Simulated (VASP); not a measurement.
## La: single point with PBE

The system is La.

```
CELL_PARAMETERS angstrom
2.15670 3.73552 0.00000
-2.15670 3.73552 0.00000
0.00000 0.00000 7.06618
ATOMIC_POSITIONS crystal
La 0.33333 0.33334 0.25000
La 0.66666 0.66667 0.75000
```

```json
{"Program": "VASP 6.6.1", "Task": "single point", "Functional": "PBE", "Potentials or basis": "VASP PAW PBE potentials, release 64 (La)", "Cutoff": "520 eV", "k mesh": "9 × 9 × 5", "Occupations": "methfessel-paxton, width 0.1097 eV", "Spin": "no spin polarisation", "Dipole correction": "no", "Further INCAR settings": "ALGO = Normal; EDIFF = 1e-06; NBANDS = 18"}
```

```
Pressure               : -6.0 GPa
Band gap on the k mesh : zero (bands 11 and 12 overlap by 0.85 eV)
```

Stress tensor (GPa, compression positive):
```
-5.76  0.00  0.00
 0.00 -5.76  0.00
 0.00  0.00 -6.58
```

Levels at points of the mesh, in eV from the Fermi level:
| k point | band 7 | band 8 | band 9 | band 10 | band 11 | band 12 | band 13 | band 14 | band 15 | band 16 |
| --- | --- | --- | --- | --- | --- | --- | --- | --- | --- | --- |
| (0.00, 0.00, 0.00) | -17.12 | -17.12 | -3.02 | -1.31 | 0.69 | 0.70 | 0.81 | 0.83 | 0.92 | 0.92 |

Wall time 3 min on 1 thread of AMD EPYC 7R43 64-Core Processor (Zen 3), on a shared host, peak memory 0.28 GiB.

Caveat: the cell stands under tension; spin-orbit coupling is left out, which moves the levels of the heavy elements.
